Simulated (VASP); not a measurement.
# Al36H in VASP: single point with PBE+D3(BJ)

Aim: the single point of Al36H with PBE+D3(BJ).

All numbers are computed with VASP 6.6.1; they aren't measurements. Logs are shortened: lines on timing, memory, paths and dates and some standing lists are left out, and cuts for length are marked.

### Step 1. The cell of the first run

The cell holds a slab with vacuum, 37 atoms: a = 5.629 Å, b = 5.629 Å, c = 35.807 Å, α = 90.00°, β = 90.00°, γ = 120.00°.

### Step 2. Single point, PBE+D3(BJ)

Contents of INCAR:

```
SYSTEM = Al36H
  ALGO = Normal
  DIPOL = 0.5 0.5 0.379
  EDIFF = 1E-6
  ENCUT = 520
  GGA = PE
  IDIPOL = 3
  ISIF = 2
  ISMEAR = 0
  IVDW = 12
  LASPH = .True.
  LCHARG = .False.
  LDIPOL = .True.
  LREAL = Auto
  LWAVE = .False.
  NBANDS = 78
  NELM = 60
  PREC = Accurate
  SIGMA = 0.1
```

Contents of KPOINTS:

```
k-points
0
Gamma
  6 6 1
  0 0 0
```

Contents of POSCAR:

```
Al36H
1.0
    5.6288445221      0.0000000000      0.0000000000
   -2.8144222610      4.8747223501      0.0000000000
    0.0000000000      0.0000000000     35.8073562139
Al H
36 1
Direct
    0.1666666667      0.3333333333      0.1117088895
    0.1666666667      0.8333333333      0.1117088895
    0.6666666667      0.3333333333      0.1117088895
    0.6666666667      0.8333333333      0.1117088895
    0.0000000000      0.0000000000      0.1762280837
    0.0000000000      0.5000000000      0.1762280837
    0.5000000000      0.0000000000      0.1762280837
    0.5000000000      0.5000000000      0.1762280837
    0.3333333333      0.1666666667      0.2407472780
    0.3333333333      0.6666666667      0.2407472780
    0.8333333333      0.1666666667      0.2407472780
    0.8333333333      0.6666666667      0.2407472780
    0.0000000000      0.0000000000      0.3052664723
    0.0000000000      0.5000000000      0.3052664723
    0.5000000000      0.0000000000      0.3052664723
    0.5000000000      0.5000000000      0.3052664723
    0.1666666667      0.3333333333      0.3692823671
    0.1666666667      0.8333333333      0.3692823671
    0.6666666667      0.3333333333      0.3692823671
    0.6666666667      0.8333333333      0.3692823671
    0.0000000000      0.0000000000      0.4332765596
    0.0000000000      0.5000000000      0.4332765596
    0.5000000000      0.0000000000      0.4332765596
    0.5000000000      0.5000000000      0.4332765596
    0.3333333333      0.1666666667      0.4981718464
    0.3333333333      0.6666666667      0.4981718464
    0.8333333333      0.1666666667      0.4981718464
    0.8333333333      0.6666666667      0.4981718464
    0.0000000000      0.0000000000      0.5626837009
    0.0000000000      0.5000000000      0.5626837009
    0.5000000000      0.0000000000      0.5626837009
    0.5000000000      0.5000000000      0.5626837009
    0.1666666667      0.3333333333      0.6285679423
    0.1666666667      0.8333333333      0.6285679423
    0.6666666667      0.3333333333      0.6285679423
    0.6666666667      0.8333333333      0.6285679423
    0.5000000000      0.5000000000      0.7207277762
```

Potentials or basis: VASP PAW PBE potentials, release 64 (Al, H).

Started as:

```console
$ cat potpaw_PBE.64/Al/POTCAR potpaw_PBE.64/H/POTCAR > POTCAR
$ mpirun -np 1 vasp_std > vasp.out
```

OUTCAR:

```text
SYSTEM = Al36H
   EDIFF = 1E-6
   ENCUT = 520
   GGA = PE
   ISIF = 2
   ISMEAR = 0
   IVDW = 12
   LASPH = .True.
   LREAL = Auto
   NELM = 60
   PREC = Accurate
 IVDW          = 12

 ion  position               nearest neighbor table
   1  0.167  0.333  0.112-   2 2.81   2 2.81   3 2.81   3 2.81   4 2.81   4 2.81   5 2.82   8 2.82
                             6 2.82
   2  0.167  0.833  0.112-   1 2.81   1 2.81   4 2.81   4 2.81   3 2.81   3 2.81   6 2.82   7 2.82
                             5 2.82
   3  0.667  0.333  0.112-   4 2.81   4 2.81   1 2.81   1 2.81   2 2.81   2 2.81   7 2.82   6 2.82
                             8 2.82
   4  0.667  0.833  0.112-   3 2.81   3 2.81   2 2.81   2 2.81   1 2.81   1 2.81   8 2.82   5 2.82
                             7 2.82
   5  0.000  0.000  0.176-   6 2.81   6 2.81   7 2.81   7 2.81   8 2.81   8 2.81   1 2.82   4 2.82
                             2 2.82  12 2.82   9 2.82  11 2.82
   6  0.000  0.500  0.176-   5 2.81   5 2.81   8 2.81   8 2.81   7 2.81   7 2.81   2 2.82   3 2.82
                             1 2.82  11 2.82  10 2.82  12 2.82
   7  0.500  0.000  0.176-   8 2.81   8 2.81   5 2.81   5 2.81   6 2.81   6 2.81   3 2.82   2 2.82
                             4 2.82  10 2.82  11 2.82   9 2.82
   8  0.500  0.500  0.176-   7 2.81   7 2.81   6 2.81   6 2.81   5 2.81   5 2.81   4 2.82   1 2.82
                             3 2.82   9 2.82  12 2.82  10 2.82
   9  0.333  0.167  0.241-  10 2.81  10 2.81  11 2.81  11 2.81  12 2.81  12 2.81  16 2.82   8 2.82
[... 40 lines left out ...]
                            27 2.82  33 2.86  36 2.86  34 2.86
  30  0.000  0.500  0.563-  29 2.81  29 2.81  32 2.81  32 2.81  31 2.81  31 2.81  27 2.82  26 2.82
                            28 2.82  34 2.86  35 2.86  33 2.86
  31  0.500  0.000  0.563-  32 2.81  32 2.81  29 2.81  29 2.81  30 2.81  30 2.81  26 2.82  27 2.82
                            25 2.82  35 2.86  34 2.86  36 2.86
  32  0.500  0.500  0.563-  31 2.81  31 2.81  30 2.81  30 2.81  29 2.81  29 2.81  25 2.82  28 2.82
                            26 2.82  36 2.86  33 2.86  35 2.86
  33  0.167  0.333  0.629-  34 2.81  34 2.81  35 2.81  35 2.81  36 2.81  36 2.81  29 2.86  32 2.86
                            30 2.86
  34  0.167  0.833  0.629-  33 2.81  33 2.81  36 2.81  36 2.81  35 2.81  35 2.81  30 2.86  31 2.86
                            29 2.86
  35  0.667  0.333  0.629-  36 2.81  36 2.81  33 2.81  33 2.81  34 2.81  34 2.81  31 2.86  30 2.86
                            32 2.86
  36  0.667  0.833  0.629-  35 2.81  35 2.81  34 2.81  34 2.81  33 2.81  33 2.81  32 2.86  29 2.86
                            31 2.86
  37  0.500  0.500  0.721-

  LATTYP: Found a hexagonal cell.
 ALAT       =     5.6288445221
 C/A-ratio  =     6.3614043830

  Lattice vectors:

 A1 = (   5.6288445221,   0.0000000000,   0.0000000000)
 A2 = (  -2.8144222610,   4.8747223501,   0.0000000000)
 A3 = (   0.0000000000,   0.0000000000,  35.8073562139)

Analysis of symmetry for initial positions (statically):
=====================================================================
 Subroutine PRICEL returns:
 Original cell was already a primitive cell.

 Routine SETGRP: Setting up the symmetry group for a
 hexagonal supercell.

 Subroutine GETGRP returns: Found  6 space group operations
 (whereof  2 operations were pure point group operations)
 out of a pool of 24 trial point group operations.

The static configuration has the point symmetry C_1h.
 The point group associated with its full space group is C_3v.

Analysis of symmetry for dynamics (positions and initial velocities):
=====================================================================
 Subroutine PRICEL returns:
 Original cell was already a primitive cell.

 Routine SETGRP: Setting up the symmetry group for a
 hexagonal supercell.

 Subroutine GETGRP returns: Found  6 space group operations
 (whereof  2 operations were pure point group operations)
 out of a pool of 24 trial point group operations.

The dynamic configuration has the point symmetry C_1h.
 The point group associated with its full space group is C_3v.

 Subroutine INISYM returns: Found  6 space group operations
 (whereof  2 operations are pure point group operations),
 and found     1 'primitive' translations

----------------------------------------------------------------------------------------

                                     Primitive cell

  volume of cell :     982.5200

  direct lattice vectors                    reciprocal lattice vectors
[... 99 lines left out ...]
     0.000000000  0.000000000  0.027927222     0.000000000  0.000000000  1.000000000

  Length of vectors
     0.034189981  0.034189981  0.027927222

  Shift w.r.t. Gamma in fractional coordinates (k-lattice)
     0.000000000  0.000000000  0.000000000

 Subroutine IBZKPT returns following result:
 ===========================================

 Found      7 irreducible k-points:

 Following reciprocal coordinates:
            Coordinates               Weight
  0.000000  0.000000  0.000000      1.000000
  0.166667  0.000000  0.000000      6.000000
  0.333333 -0.000000  0.000000      6.000000
  0.500000 -0.000000  0.000000      3.000000
  0.166667  0.166667  0.000000      6.000000
  0.333333  0.166667  0.000000     12.000000
  0.333333  0.333333  0.000000      2.000000
   k-points           NKPTS =      7   k-points in BZ     NKDIM =      7   number of bands    NBANDS=     78
   number of dos      NEDOS =    301   number of ions     NIONS =     37
   total plane-waves  NPLWV = 476280
   dimension x,y,z NGX =    42 NGY =   42 NGZ =  270
   dimension x,y,z NGXF=    84 NGYF=   84 NGZF=  540
   ions per type =              36   1
   NGX,Y,Z   is equivalent  to a cutoff of  12.40, 12.40, 12.54 a.u.
   NGXF,Y,Z  is equivalent  to a cutoff of  24.81, 24.81, 25.07 a.u.
 SYSTEM =  Al36H
   PREC   = accura    normal or accurate (medium, high low for compatibility)
   ISTART =      0    job   : 0-new  1-cont  2-samecut
   ICHARG =      2    charge: 1-file 2-atom 10-const
   ISPIN  =      1    spin polarized calculation?
   LNONCOLLINEAR =      F non collinear calculations
   LSORBIT =      F    spin-orbit coupling
   LASPH  =      T    aspherical Exc in radial PAW
   ENCUT  =  520.0 eV  38.22 Ry    6.18 a.u.  10.47 10.47 66.58*2*pi/ulx,y,z
   NELM   =     60;   NELMIN=  2; NELMDL= -5     # of ELM steps
   EDIFF  = 0.1E-05   stopping-criterion for ELM
   LREAL  =      T    real-space projection
   EDIFFG = 0.1E-04   stopping-criterion for IOM
   NSW    =      0    number of steps for IOM
   IBRION =     -1    ionic relax: 0-MD 1-quasi-New 2-CG
   NFREE  =      0    steps in history (QN), initial steepest desc. (CG)
   ISIF   =      2    stress and relaxation
   ISYM   =      2    0-nonsym 1-usesym 2-fastsym
   POTIM  = 0.5000    time-step for ionic-motion
   TEBEG  =    0.0;   TEEND  =   0.0 temperature during run
   PSTRESS=    0.0 pullay stress
   NELECT =     109.0000    total number of electrons
   NUPDOWN=      -1.0000    fix difference up-down
   EMIN   =  10.00;   EMAX   =-10.00  energy-range for DOS
   EFERMI =   0.00;   METHOD = LEGACY
   ISMEAR =     0;   SIGMA  =   0.10  broadening in eV -4-tet -1-fermi 0-gaus
   EFERMI_NEDOS =   21; number of points for ismear=-14 and -15
   IALGO  =     38    algorithm
   IMIX   =      4    mixing-type and parameters
     AMIX     =   0.40;   BMIX     =  1.00
     AMIX_MAG =   1.60;   BMIX_MAG =  1.00
  volume/ion in A,a.u.               =      26.55       179.20
  Fermi-wavevector in a.u.,A,eV,Ry     =   0.786629  1.486513  8.419080  0.618785
  Thomas-Fermi vector in A             =   1.891206
   LORBIT       =      0    0 simple, 1 ext, 2 COOP (PROOUT), +10 PAW based schemes
   GGA     = PE    functional components
   LHFCALC =     F    Hartree Fock is set to
   AEXX    =    0.0000 exact exchange contribution
   IVDW    =    12    specifies the selected vdW correction
   LEPSILON=     F    determine dielectric tensor
   LRPA    =     F    only Hartree local field effects (RPA)
 non-spin polarized calculation
 Gauss-broadening in eV      SIGMA  =   0.10
  energy-cutoff  :      520.00
  volume of cell :      982.52
 maximum number of plane-waves:     26569
 NGX is ok and might be reduce to    42
   NGX = 21   NGY = 21   NGZ =133

 dipolmoment           0.000000      0.000000     -1.137788 electrons x Angstroem

 number of electron     109.0000001 magnetization

 dipolmoment           0.000000      0.000000      0.320661 electrons x Angstroem

 Free energy of the ion-electron system (eV)
  ---------------------------------------------------
  ext. energy  EPLUGINS =         0.00000000
  ---------------------------------------------------
  free energy    TOTEN  =      -132.25450447 eV

  energy without entropy =     -132.15810781  energy(sigma->0) =     -132.20630614

 E-fermi :   2.8284     XC(G=0):  -6.6927

 val. band max:        2.8242919416   @ k =   0.1667   0.0000   0.0000
 cond. band min:       2.8696433243   @ k =   0.3333  -0.0000   0.0000
 fundamental gap:      0.0453513827
 Fermi energy:         2.8284314903

 k-point     1 :       0.0000    0.0000    0.0000
  band No.  band energies     occupation
      1      -8.4766      2.00000
      2      -8.2120      2.00000
      3      -7.8259      2.00000
      4      -7.2729      2.00000
      5      -6.5938      2.00000
      6      -5.7796      2.00000
[... 472 lines left out ...]
     65       5.4419      0.00000
     66       5.4426      0.00000
 [bands above 66 left out]

------------------------ aborting loop because EDIFF is reached ----------------------------------------

 vacuum level on the upper side and lower side of the slab       (xc-potential included)         0.850        -1.213

 Edisp (eV)  -11.25334

 E8    (eV) :    -5.1006

  FORCE on cell =-STRESS in cart. coord.  units (eV):
  Direction    XX          YY          ZZ          XY          YZ          ZX
  --------------------------------------------------------------------------------------
  -------------------------------------------------------------------------------------
  Total      -3.90924    -3.90924    -1.28325    -0.00000     0.00000     0.00000
  in kB      -6.37473    -6.37473    -2.09257    -0.00000     0.00000     0.00000
  external pressure =       -4.95 kB  Pullay stress =        0.00 kB

 VOLUME and BASIS-vectors are now :
 -----------------------------------------------------------------------------
  energy-cutoff  :      520.00
  volume of cell :      982.52
      direct lattice vectors                 reciprocal lattice vectors
     5.628844522  0.000000000  0.000000000     0.177656355  0.102569944  0.000000000
    -2.814422261  4.874722350  0.000000000     0.000000000  0.205139889  0.000000000
     0.000000000  0.000000000 35.807356214     0.000000000  0.000000000  0.027927222

 POSITION                                       TOTAL-FORCE (eV/Angst)
 -----------------------------------------------------------------------------------
      0.00000      1.62491      4.00000         0.022318      0.012885     -0.113152
     -1.40721      4.06227      4.00000        -0.000000      0.000000     -0.115789
      2.81442      1.62491      4.00000        -0.022318      0.012885     -0.113152
      1.40721      4.06227      4.00000        -0.000000     -0.025770     -0.113152
      0.00000      0.00000      6.31026        -0.001303      0.000752      0.120800
     -1.40721      2.43736      6.31026        -0.000000     -0.001505      0.120800
[... 29 lines left out ...]
      1.40721      4.06227     22.50736        -0.000000     -0.053116      0.232207
      1.40721      2.43736     25.80736        -0.000000      0.000000     -0.699415
 -----------------------------------------------------------------------------------
    total drift:                                0.000000     -0.000000     -0.055220

  FREE ENERGIE OF THE ION-ELECTRON SYSTEM (eV)
  ---------------------------------------------------
  free  energy   TOTEN  =      -143.5078486658 eV

  energy  without entropy=     -143.4114520006  energy(sigma->0) =     -143.45965033

 vacuum level on the upper side and lower side of the slab         8.861         6.759
```

Run time: 52 min. Hardware: 1 thread of Intel Xeon 8259CL, shared host; peak memory 1.1 GiB.

What came out:

```yaml
Free_energy: -143.5078 eV
Largest_force: 0.699 eV/Å
Band_gap_on_the_k_mesh: zero (an odd number of electrons rules out a gap without spin polarisation)
Dispersion_energy_per_atom: -0.304 eV
```

Forces in eV/Å, atoms in the order of the input:
```
Al   0.022  0.013 -0.113
Al   0.000  0.000 -0.116
Al  -0.022  0.013 -0.113
Al   0.000 -0.026 -0.113
Al  -0.001  0.001  0.121
Al   0.000 -0.002  0.121
Al   0.001  0.001  0.121
Al   0.000  0.000  0.090
Al   0.000  0.027 -0.021
Al   0.024 -0.014 -0.021
Al   0.000  0.000 -0.025
Al  -0.024 -0.014 -0.021
Al   0.006 -0.004  0.013
Al   0.000  0.007  0.013
Al  -0.006 -0.004  0.013
Al   0.000  0.000  0.053
Al   0.019  0.011 -0.002
Al   0.000  0.000  0.000
Al  -0.019  0.011 -0.002
Al   0.000 -0.022 -0.002
Al   0.008 -0.005  0.026
Al   0.000  0.010  0.026
Al  -0.008 -0.005  0.026
Al   0.000  0.000 -0.005
Al   0.000  0.002 -0.018
Al   0.001 -0.001 -0.018
Al   0.000  0.000  0.013
Al  -0.001 -0.001 -0.018
Al  -0.017  0.010 -0.024
Al   0.000 -0.019 -0.024
Al   0.017  0.010 -0.024
Al   0.000  0.000  0.030
Al   0.046  0.027  0.232
Al   0.000  0.000  0.015
Al  -0.046  0.027  0.232
Al   0.000 -0.053  0.232
H    0.000  0.000 -0.699
```
